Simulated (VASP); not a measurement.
Set up this calculation in VASP 6.6.1, as the native input.

```
Task                   : single point
Functional             : PBE
Dispersion             : D3(BJ)
Potentials or basis    : VASP PAW PBE potentials, release 64 (Sb)
Cutoff                 : 520 eV
k mesh                 : 14 × 14 × 14
Occupations            : gaussian, width 0.1 eV
Spin                   : no spin polarisation
Dipole correction      : no
Further INCAR settings : ALGO = Normal; EDIFF = 1e-06; NBANDS = 8
```

The structure of Sb lies in POSCAR:

```
Sb
1.0
    3.0614739190      0.0000000000      0.0000000000
    0.0000000000      3.0614739190      0.0000000000
    0.0000000000      0.0000000000      3.0614739190
Sb
1
Direct
    0.0000000000      0.0000000000      0.0000000000
```

The input as run:

INCAR

```
SYSTEM = Sb
  ALGO = Normal
  EDIFF = 1E-6
  ENCUT = 520
  GGA = PE
  ISIF = 2
  ISMEAR = 0
  IVDW = 12
  LASPH = .TRUE.
  LCHARG = .FALSE.
  LREAL = .FALSE.
  LWAVE = .FALSE.
  NBANDS = 8
  NELM = 100
  PREC = Accurate
  SIGMA = 0.1
```

KPOINTS

```
k-points
0
G
  14 14 14
  0 0 0
```

Potentials or basis: VASP PAW PBE potentials, release 64 (Sb).

Command:

```bash
$ cat potpaw_PBE.64/Sb/POTCAR > POTCAR
$ mpirun -np 1 vasp_std > vasp.out
```

It gave:

```
Pressure                   : 0.0 GPa
Dispersion energy per atom : -0.498 eV
```

Caveat: pairwise dispersion overbinds metals, which lowers pressure and volume.

Run time: 6.1 s on 1 thread of Intel(R) Xeon(R) 6975P-C (Granite Rapids), on a shared host, peak memory 0.16 GiB.
